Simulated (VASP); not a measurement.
Set up this calculation in VASP 6.6.1, as the native input.

```
Task                   : single point
Functional             : PBE
Dispersion             : D3(BJ)
Potentials or basis    : VASP PAW PBE potentials, release 64 (As, H)
Cutoff                 : 520 eV
k mesh                 : 9 × 9 × 1
Occupations            : gaussian, width 0.05 eV
Spin                   : collinear spin, ferromagnetic start
Starting moments       : [0.0, 0.0, 1.0] μB
Dipole correction      : yes
Further INCAR settings : ALGO = Normal; EDIFF = 1e-07; NBANDS = 16
```

The structure of As2H lies in POSCAR:

```
As2H
1.0
    3.5713387681      0.0000000000      0.0000000000
   -1.7856693841      3.0928700987      0.0000000000
    0.0000000000      0.0000000000     18.3976402524
As H
2 1
Direct
    0.3333333333      0.6666666667      0.2933876398
    0.6666666667      0.3333333333      0.2174191877
    0.5000000000      0.6666666667      0.3830730548
```

These files were run (other wordings do the same):

INCAR

```
SYSTEM = As2H
  PREC = Accurate
  ENCUT = 520
  EDIFF = 1E-7
  ISMEAR = 0
  SIGMA = 0.05
  LREAL = .False.
  LASPH = .True.
  NELM = 150
  ALGO = Normal
  ISIF = 2
  LWAVE = .False.
  LCHARG = .False.
  ISPIN = 2
  MAGMOM = 0 0 1
  LORBIT = 11
  LDIPOL = .True.
  IDIPOL = 3
  DIPOL = 0.5 0.5 0.298
  GGA = PE
  IVDW = 12
  NBANDS = 16
```

KPOINTS

```
Automatic mesh
0
Gamma
  9 9 1
  0 0 0
```

Potentials or basis: VASP PAW PBE potentials, release 64 (As, H).

Launch:

```sh
$ cat potpaw_PBE.64/As/POTCAR potpaw_PBE.64/H/POTCAR > POTCAR
$ mpirun -np 1 vasp_std > vasp.out
```

Results of the run:

| Item | Value |
| --- | --- |
| Largest force | 1.506 eV/Å |
| Net moment | 0.00 μB per cell |
| Valence electrons inside the program's atomic spheres | As 2.73, 2.69; H 0.48 |
| Dispersion energy per atom | -0.162 eV |

Wall time 11 min on 1 thread of Intel(R) Xeon(R) 6975P-C (Granite Rapids), on a shared host, peak memory 0.52 GiB.
